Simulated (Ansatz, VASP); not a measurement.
# Bi2CS3: VASP beside Ansatz

```
Bi C S
1.0
     4.03314    0.00000    0.00000
     0.00000    4.43937    4.11327
     0.00000   -4.43937    4.11327
Bi C S
2 1 3
Cartesian
  0.0000 0.0000 -0.0092
  2.0166 0.0000 3.6013
  0.0000 0.0000 2.3516
  0.0000 0.0000 5.5336
  2.0166 2.6227 4.5445
  2.0166 -2.6227 4.5445
```

Alike in both runs: functional PBE; k mesh 4 × 4 × 4; occupations gaussian, width 0.1 eV; no spin polarisation.

Ansatz relaxed the structure, and its values are those at the end. VASP's run is a single point on that final structure, the one shown.

|  | VASP | Ansatz |
| --- | --- | --- |
| version | VASP 6.6.1 | Ansatz 0.2.0 |
| potentials or method | VASP PAW PBE potentials, release 64 (Bi_d, C, S), cutoff 520 eV | scalar-relativistic, plane waves, PAW |
| valence electrons in the cell | 52 | 52 |

|  | VASP | Ansatz | Ansatz less VASP |
| --- | --- | --- | --- |
| gap on the k mesh at the Fermi level (eV) | none | none | - |
| pressure (GPa) | 0.1 | 0.1 | +0.04 |
| rms of the force components (eV/Å) | 0.013 | 0.011 | -0.0018 |

A gap of «none» marks a metal or a gap that the smearing closes.

The k mesh is coarse, so the values compare programs but aren't converged. Neither program's run includes spin-orbit coupling.
